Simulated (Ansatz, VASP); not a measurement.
One calculation of BN, two programs

```
B N
1.0
     0.00000    1.80325    1.80325
     1.80325    0.00000    1.80325
     1.80325    1.80325    0.00000
B N
1 1
Direct
  0.00000 0.00000 0.00000
  0.25000 0.25000 0.25000
```

Alike in both runs: functional PBE; dispersion D3(BJ); k mesh 12 × 12 × 12; occupations gaussian, width 0.02 eV; no spin polarisation.

Ansatz relaxed the structure, and its values are those at the end. VASP's run is a single point on that final structure, the one shown.

```csv
,VASP,Ansatz
version,VASP 6.6.1,Ansatz 0.2.0
potentials or method,"VASP PAW PBE potentials, release 64 (B, N), cutoff 600 eV","scalar-relativistic, plane waves, PAW"
valence electrons in the cell,8,8
```

VASP gave:

- gap on the k mesh at the Fermi level (eV): 4.47
- least direct gap on the mesh (eV): 8.85
- pressure (GPa): 0.0

Q: What did Ansatz give for the same quantities?

A: gap on the k mesh at the Fermi level (eV): 4.48; least direct gap on the mesh (eV): 8.86; pressure (GPa): 0.0.
